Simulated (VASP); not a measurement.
# TiAl (P4/mmm) in VASP: a series of runs

The runs below take TiAl through single point, with LDA.

Program: VASP 6.6.1. These are calculated values, not measurements. Logs are shortened: lines on timing, memory, paths and dates and some standing lists are left out, and cuts for length are marked.

## Step 1: The cell of the first run

Symmetry: P4/mmm, No. 123, tetragonal system. Conventional cell: a = 2.629 Å, b = 2.629 Å, c = 3.881 Å, α = 90.00°, β = 90.00°, γ = 90.00°. Ti (site symmetry 4/mmm) has 4 Ti at 2.63 Å and 8 Al at 2.69 Å within 3.5 Å. Al (site symmetry 4/mmm) has 4 Al at 2.63 Å and 8 Ti at 2.69 Å within 3.5 Å.

## Step 2: Single point, LDA (13.42 Å³/atom)

The input, INCAR:

```
ALGO = Fast
EDIFF = 1E-7
ENCUT = 520
ISIF = 2
ISMEAR = 0
LASPH = T
LCHARG = F
LREAL = F
LWAVE = F
NBANDS = 14
NELM = 100
PREC = Accurate
SIGMA = 0.15
```

The input, KPOINTS:

```
k-points
0
Gamma
  16 16 16
```

The input, POSCAR:

```
TiAl
1.0
    2.6293339860      0.0000000000      0.0000000000
    0.0000000000      2.6293339860      0.0000000000
    0.0000000000      0.0000000000      3.8811598967
Ti Al
1 1
Direct
    0.0000000000      0.0000000000      0.0000000000
    0.5000000000      0.5000000000      0.5000000000
```

Potentials or basis: VASP PAW LDA potentials, release 64 (Ti_sv, Al).

Command:

```console
$ cat potpaw_LDA.64/Ti_sv/POTCAR potpaw_LDA.64/Al/POTCAR > POTCAR
$ mpirun -np 1 vasp_std > vasp.out
```

OUTCAR:

```text
EDIFF = 1E-7
   ENCUT = 520
   ISIF = 2
   ISMEAR = 0
   LASPH = T
   LREAL = F
   NELM = 100
   PREC = Accurate

 ion  position               nearest neighbor table
   1  0.000  0.000  0.000-   2 2.69   2 2.69   2 2.69   2 2.69   2 2.69   2 2.69   2 2.69   2 2.69

   2  0.500  0.500  0.500-   1 2.69   1 2.69   1 2.69   1 2.69   1 2.69   1 2.69   1 2.69   1 2.69

  LATTYP: Found a simple tetragonal cell.
 ALAT       =     2.6293339860
 C/A-ratio  =     1.4761000000

  Lattice vectors:

 A1 = (   2.6293339860,   0.0000000000,   0.0000000000)
 A2 = (   0.0000000000,   2.6293339860,   0.0000000000)
 A3 = (   0.0000000000,   0.0000000000,   3.8811598967)

Analysis of symmetry for initial positions (statically):
=====================================================================
 Subroutine PRICEL returns:
 Original cell was already a primitive cell.

 Routine SETGRP: Setting up the symmetry group for a
 simple tetragonal supercell.

 Subroutine GETGRP returns: Found 16 space group operations
 (whereof 16 operations were pure point group operations)
 out of a pool of 16 trial point group operations.

The static configuration has the point symmetry D_4h.

Analysis of symmetry for dynamics (positions and initial velocities):
=====================================================================
 Subroutine PRICEL returns:
 Original cell was already a primitive cell.

 Routine SETGRP: Setting up the symmetry group for a
 simple tetragonal supercell.

 Subroutine GETGRP returns: Found 16 space group operations
 (whereof 16 operations were pure point group operations)
 out of a pool of 16 trial point group operations.

The dynamic configuration has the point symmetry D_4h.

 Subroutine INISYM returns: Found 16 space group operations
 (whereof 16 operations are pure point group operations),
 and found     1 'primitive' translations

----------------------------------------------------------------------------------------

                                     Primitive cell

  volume of cell :      26.8320

  direct lattice vectors                    reciprocal lattice vectors
     2.629333986  0.000000000  0.000000000     0.380324449  0.000000000  0.000000000
     0.000000000  2.629333986  0.000000000     0.000000000  0.380324449  0.000000000
     0.000000000  0.000000000  3.881159897     0.000000000  0.000000000  0.257654935

  length of vectors
     2.629333986  2.629333986  3.881159897     0.380324449  0.380324449  0.257654935

  position of ions in fractional coordinates (direct lattice)
     0.000000000  0.000000000  0.000000000
     0.500000000  0.500000000  0.500000000

  ion indices of the primitive-cell ions
   primitive index   ion index
                 1           1
                 2           2

----------------------------------------------------------------------------------------

 KPOINTS: k-points

Automatic generation of k-mesh.
 Grid dimensions read from file:
 generate k-points for:   16   16   16

 Generating k-lattice:

  Cartesian coordinates                     Fractional coordinates (reciprocal lattice)
     0.023770278  0.000000000  0.000000000     0.062500000  0.000000000  0.000000000
     0.000000000  0.023770278  0.000000000     0.000000000  0.062500000  0.000000000
     0.000000000  0.000000000  0.016103433     0.000000000  0.000000000  0.062500000

  Length of vectors
     0.023770278  0.023770278  0.016103433

  Shift w.r.t. Gamma in fractional coordinates (k-lattice)
     0.000000000  0.000000000  0.000000000

 Subroutine IBZKPT returns following result:
 ===========================================

 Found    405 irreducible k-points:

 Following reciprocal coordinates:
            Coordinates               Weight
  0.000000  0.000000  0.000000      1.000000
  0.062500  0.000000  0.000000      4.000000
  0.125000  0.000000  0.000000      4.000000
  0.187500  0.000000  0.000000      4.000000
  0.250000  0.000000  0.000000      4.000000
  0.312500  0.000000  0.000000      4.000000
[... 16 lines left out ...]
  0.437500  0.125000  0.000000      8.000000
  0.500000  0.125000  0.000000      4.000000
 [... further k-points ...]
   k-points           NKPTS =    405   k-points in BZ     NKDIM =    405   number of bands    NBANDS=     14
   number of dos      NEDOS =    301   number of ions     NIONS =      2
   total plane-waves  NPLWV =  12000
   dimension x,y,z NGX =    20 NGY =   20 NGZ =   30
   dimension x,y,z NGXF=    40 NGYF=   40 NGZF=   60
   ions per type =               1   1
   NGX,Y,Z   is equivalent  to a cutoff of  12.65, 12.65, 12.85 a.u.
   NGXF,Y,Z  is equivalent  to a cutoff of  25.29, 25.29, 25.70 a.u.
 SYSTEM =  unknown system
   PREC   = accura    normal or accurate (medium, high low for compatibility)
   ISTART =      0    job   : 0-new  1-cont  2-samecut
   ICHARG =      2    charge: 1-file 2-atom 10-const
   ISPIN  =      1    spin polarized calculation?
   LNONCOLLINEAR =      F non collinear calculations
   LSORBIT =      F    spin-orbit coupling
   LASPH  =      T    aspherical Exc in radial PAW
   ENCUT  =  520.0 eV  38.22 Ry    6.18 a.u.   4.89  4.89  7.22*2*pi/ulx,y,z
   NELM   =    100;   NELMIN=  2; NELMDL= -5     # of ELM steps
   EDIFF  = 0.1E-06   stopping-criterion for ELM
   LREAL  =      F    real-space projection
   EDIFFG = 0.1E-05   stopping-criterion for IOM
   NSW    =      0    number of steps for IOM
   IBRION =     -1    ionic relax: 0-MD 1-quasi-New 2-CG
   NFREE  =      0    steps in history (QN), initial steepest desc. (CG)
   ISIF   =      2    stress and relaxation
   ISYM   =      2    0-nonsym 1-usesym 2-fastsym
   POTIM  = 0.5000    time-step for ionic-motion
   TEBEG  =    0.0;   TEEND  =   0.0 temperature during run
   PSTRESS=    0.0 pullay stress
   NELECT =      15.0000    total number of electrons
   NUPDOWN=      -1.0000    fix difference up-down
   EMIN   =  10.00;   EMAX   =-10.00  energy-range for DOS
   EFERMI =   0.00;   METHOD = LEGACY
   ISMEAR =     0;   SIGMA  =   0.15  broadening in eV -4-tet -1-fermi 0-gaus
   EFERMI_NEDOS =   21; number of points for ismear=-14 and -15
   IALGO  =     68    algorithm
   IMIX   =      4    mixing-type and parameters
     AMIX     =   0.40;   BMIX     =  1.00
     AMIX_MAG =   1.60;   BMIX_MAG =  1.00
  volume/ion in A,a.u.               =      13.42        90.54
  Fermi-wavevector in a.u.,A,eV,Ry     =   1.348614  2.548510 24.745717  1.818759
  Thomas-Fermi vector in A             =   2.476268
   LORBIT       =      0    0 simple, 1 ext, 2 COOP (PROOUT), +10 PAW based schemes
   GGA     = CA    functional components
   LHFCALC =     F    Hartree Fock is set to
   AEXX    =    0.0000 exact exchange contribution
   IVDW    =     0    specifies the selected vdW correction
   LEPSILON=     F    determine dielectric tensor
   LRPA    =     F    only Hartree local field effects (RPA)
 non-spin polarized calculation
 RMM-DIIS sequential band-by-band and
 Gauss-broadening in eV      SIGMA  =   0.15
  energy-cutoff  :      520.00
  volume of cell :       26.83
 maximum number of plane-waves:       744
 NGX is ok and might be reduce to    20
   NGX =  9   NGY =  9   NGZ = 15

 number of electron      14.9999994 magnetization

 Free energy of the ion-electron system (eV)
  ---------------------------------------------------
  ext. energy  EPLUGINS =         0.00000000
  ---------------------------------------------------
  free energy    TOTEN  =       -13.36132161 eV

  energy without entropy =      -13.34286612  energy(sigma->0) =      -13.35209386

 E-fermi :  10.1985     XC(G=0): -12.1139

 val. band max:       10.1981679435   @ k =   0.3125   0.1250   0.2500
 cond. band min:      10.1987584280   @ k =   0.0625   0.0000   0.1875
 fundamental gap:      0.0005904845
 Fermi energy:        10.1984871085

 k-point     1 :       0.0000    0.0000    0.0000
  band No.  band energies     occupation
      1     -45.3394      2.00000
      2     -22.1438      2.00000
      3     -21.4721      2.00000
      4     -21.4721      2.00000
      5       0.3246      2.00000
      6       7.8815      2.00000
      7       9.0448      2.00000
      8       9.9300      1.98863
      9      12.9096      0.00000
     10      12.9096      0.00000
     11      14.3705      0.00000
     12      17.5846      0.00000
     13      20.2935      0.00000
     14      20.3098      0.00000

 k-point     2 :       0.0625    0.0000    0.0000
  band No.  band energies     occupation
      1     -45.3342      2.00000
      2     -22.1391      2.00000
      3     -21.5096      2.00000
      4     -21.4688      2.00000
      5       0.4147      2.00000
      6       7.9622      2.00000
      7       9.0945      2.00000
      8       9.8294      1.99950
      9      12.9275      0.00000
     10      13.0072      0.00000
     11      14.2677      0.00000
     12      17.5815      0.00000
     13      18.6249      0.00000
     14      20.4230      0.00000

 k-point     3 :       0.1250    0.0000    0.0000
  band No.  band energies     occupation
      1     -45.3194      2.00000
      2     -22.1256      2.00000
      3     -21.6156      2.00000
      4     -21.4596      2.00000
      5       0.6819      2.00000
      6       8.1854      2.00000
      7       9.2253      2.00000
      8       9.5641      2.00000
      9      12.9790      0.00000
     10      13.2734      0.00000
     11      13.9910      0.00000
     12      17.0211      0.00000
     13      17.5800      0.00000
     14      20.7414      0.00000

 k-point     4 :       0.1875    0.0000    0.0000
  band No.  band energies     occupation
      1     -45.2971      2.00000
      2     -22.1053      2.00000
      3     -21.7720      2.00000
      4     -21.4458      2.00000
      5       1.1187      2.00000
      6       8.5000      2.00000
      7       9.2089      2.00000
      8       9.3575      2.00000
      9      13.0572      0.00000
     10      13.6129      0.00000
     11      13.6603      0.00000
     12      15.6244      0.00000
     13      17.5385      0.00000
     14      21.2212      0.00000

 k-point     5 :       0.2500    0.0000    0.0000
  band No.  band energies     occupation
      1     -45.2707      2.00000
      2     -22.0813      2.00000
      3     -21.9532      2.00000
      4     -21.4295      2.00000
      5       1.7144      2.00000
      6       8.8258      2.00000
      7       8.8325      2.00000
      8       9.3095      2.00000
      9      13.1513      0.00000
     10      13.2088      0.00000
     11      14.1315      0.00000
[... 276 lines left out ...]
 k-point    22 :       0.3750    0.1250    0.0000
  band No.  band energies     occupation
      1     -45.2023      2.00000
      2     -22.2588      2.00000
      3     -22.0197      2.00000
      4     -21.5336      2.00000
      5       3.6362      2.00000
      6       7.8980      2.00000
      7       8.3941      2.00000
      8       9.9312      1.98828
      9      12.0174      0.00000
     10      12.2683      0.00000
     11      14.8289      0.00000
     12      16.3510      0.00000
     13      17.5300      0.00000
     14      20.5405      0.00000

 k-point    23 :       0.4375    0.1250    0.0000
  band No.  band energies     occupation
      1     -45.1872      2.00000
      2     -22.3557      2.00000
      3     -22.0061      2.00000
      4     -21.5232      2.00000
      5       4.6053      2.00000
      6       6.8254      2.00000
      7       8.2330      2.00000
      8      10.1814      1.12812
      9      11.6839      0.00000
     10      12.3461      0.00000
     11      15.3749      0.00000
     12      16.8673      0.00000
     13      17.3159      0.00000
     14      20.0221      0.00000

 k-point    24 :       0.5000    0.1250    0.0000
  band No.  band energies     occupation
      1     -45.1819      2.00000
      2     -22.3894      2.00000
      3     -22.0013      2.00000
      4     -21.5195      2.00000
      5       5.4970      2.00000
      6       5.8848      2.00000
      7       8.1768      2.00000
      8      10.2932      0.37204
      9      11.5457      0.00000
     10      12.3762      0.00000
     11      15.6750      0.00000
     12      17.1147      0.00000
     13      17.1765      0.00000
     14      19.6515      0.00000

 [... further k-points ...]
[... 5 lines left out ...]
  --------------------------------------------------------------------------------------
  -------------------------------------------------------------------------------------
  Total        3.7285883      3.7285883      3.4361674      0.0000000      0.0000000     -0.0000000
  in kB      222.6393738    222.6393738    205.1785010      0.0000000      0.0000000     -0.0000000
  external PRESSURE =     216.8190829 kB  Pullay stress =       0.0000000 kB

 VOLUME and BASIS-vectors are now :
 -----------------------------------------------------------------------------
  energy-cutoff  :      520.00
  volume of cell :       26.83
      direct lattice vectors                 reciprocal lattice vectors
     2.629333986  0.000000000  0.000000000     0.380324449  0.000000000  0.000000000
     0.000000000  2.629333986  0.000000000     0.000000000  0.380324449  0.000000000
     0.000000000  0.000000000  3.881159897     0.000000000  0.000000000  0.257654935

 POSITION                                       TOTAL-FORCE (eV/Angst)
 -----------------------------------------------------------------------------------
      0.00000      0.00000      0.00000         0.000000      0.000000      0.000000
      1.31467      1.31467      1.94058         0.000000      0.000000      0.000000
 -----------------------------------------------------------------------------------
    total drift:                                0.000000      0.000000     -0.000000

  FREE ENERGIE OF THE ION-ELECTRON SYSTEM (eV)
  ---------------------------------------------------
  free  energy   TOTEN  =       -13.3613216110 eV

  energy  without entropy=      -13.3428661186  energy(sigma->0) =      -13.35209386
```

It took 3.9 min on 1 thread of Intel Xeon Platinum 8259CL at 2.50GHz (Skylake/Cascade Lake), shared host; peak memory 0.26 GiB.

What came out:

```
Free energy            : -13.3613 eV
Pressure               : 21.7 GPa
Band gap on the k mesh : zero (an odd number of electrons rules out a gap without spin polarisation)
```

Caveat: the cell stands under pressure.

## Step 3: Single point, LDA (13.42 Å³/atom)

The input, INCAR:

```
SYSTEM = TiAl
ALGO     = Fast           ! electronic algorithm
EDIFF    = 1E-7           ! SCF threshold, eV
ENCUT    = 520            ! plane-wave cutoff, eV
GGA      = CA             ! functional
ISIF     = 2              ! what is computed and relaxed
ISMEAR   = 0              ! smearing method
LASPH    = .TRUE.         ! aspherical terms in the spheres
LCHARG   = .TRUE.         ! write CHGCAR
LELF     = .TRUE.         ! ELF
LREAL    = .FALSE.        ! projectors in reciprocal space
LVHAR    = .TRUE.       
LWAVE    = .FALSE.        ! write WAVECAR
NBANDS   = 14             ! bands
NELM     = 60             ! most SCF steps
PREC     = Accurate       ! precision mode
SIGMA    = 0.15           ! smearing width, eV
```

The input, KPOINTS:

```
k-points
0
G
  16 16 16
  0 0 0
```

The input, POSCAR:

```
TiAl
1.0
    2.7797582205      0.0000000000      0.0000000000
    0.0000000000      2.7797582205      0.0000000000
    0.0000000000      0.0000000000      3.4724739691
Ti Al
1 1
Direct
    0.0000000000      0.0000000000      0.0000000000
    0.5000000000      0.5000000000      0.5000000000
```

Potentials or basis: VASP PAW LDA potentials, release 64 (Ti_sv, Al).

Command:

```console
$ cat potpaw_LDA.64/Ti_sv/POTCAR potpaw_LDA.64/Al/POTCAR > POTCAR
$ mpirun -np 1 vasp_std > vasp.out
```

Run time: 4.1 min. Hardware: 1 thread of Intel Xeon Platinum 8259CL at 2.50GHz (Skylake/Cascade Lake), shared host; peak memory 0.26 GiB.

The run converged. Its results:

| Item | Value |
| --- | --- |
| Free energy | -13.2856 eV |
| Pressure | 21.2 GPa |
| Band gap on the k mesh | zero (an odd number of electrons rules out a gap without spin polarisation) |

Stress tensor (GPa, compression positive):
```
18.11  0.00  0.00
 0.00 18.11  0.00
 0.00  0.00 27.28
```

Levels at points of the mesh, in eV from the Fermi level:
| k point | band 3 | band 4 | band 5 | band 6 | band 7 | band 8 | band 9 | band 10 | band 11 | band 12 |
| --- | --- | --- | --- | --- | --- | --- | --- | --- | --- | --- |
| (0.00, 0.00, 0.00) | -31.94 | -31.94 | -9.79 | -2.08 | -1.31 | 1.82 | 2.32 | 2.32 | 3.40 | 8.04 |
| (0.50, 0.00, 0.00) | -32.28 | -31.88 | -5.25 | -5.08 | -1.38 | -0.41 | 1.42 | 2.75 | 5.05 | 6.49 |
| (0.50, 0.50, 0.00) | -32.45 | -32.21 | -4.35 | -1.11 | -0.90 | -0.90 | -0.14 | -0.14 | 4.63 | 6.76 |
| (0.00, 0.00, 0.50) | -31.93 | -31.93 | -7.34 | -5.55 | -0.83 | 1.42 | 1.42 | 1.91 | 3.46 | 7.57 |
| (0.50, 0.00, 0.50) | -32.37 | -31.88 | -5.56 | -2.76 | -1.40 | -1.24 | 1.58 | 2.06 | 2.51 | 5.86 |
| (0.50, 0.50, 0.50) | -32.44 | -32.29 | -3.34 | -3.19 | -3.19 | 2.29 | 2.99 | 3.05 | 4.52 | 4.52 |

Caveat: the cell stands under pressure.

(Continued in part 2 of 2.)
